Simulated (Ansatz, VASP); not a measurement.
## BaS in VASP and in Ansatz

```
Ba S
1.0
     4.32453    0.00000    0.00000
    -2.16227    3.74515    0.00000
     0.00000    0.00000    4.01573
Ba S
1 1
Direct
  0.66667 0.33333 0.00000
  0.00000 0.00000 0.50000
```

Change from the starting cell: species swapped into the TiO type (P-6m2, No. 187).

Alike in both runs: functional PBE; k mesh 4 × 4 × 3; occupations gaussian, width 0.15 eV; no spin polarisation.

Ansatz relaxed the structure, and its values are those at the end. VASP's run is a single point on that final structure, the one shown.

|  | VASP | Ansatz |
| --- | --- | --- |
| version | VASP 6.6.1 | Ansatz 0.2.0 |
| potentials or method | VASP PAW PBE potentials, release 64 (Ba_sv, S), cutoff 500 eV | scalar-relativistic, plane waves, PAW |
| valence electrons in the cell | 16 | 16 |

|  | VASP | Ansatz | Ansatz less VASP |
| --- | --- | --- | --- |
| gap on the k mesh at the Fermi level (eV) | 1.97 | 2.04 | +0.073 |
| least direct gap on the mesh (eV) | 1.97 | 2.04 | +0.073 |
| pressure (GPa) | 1.0 | 0.3 | -0.64 |

The k mesh is coarse, so the values compare programs but aren't converged. Spin-orbit coupling is off throughout.
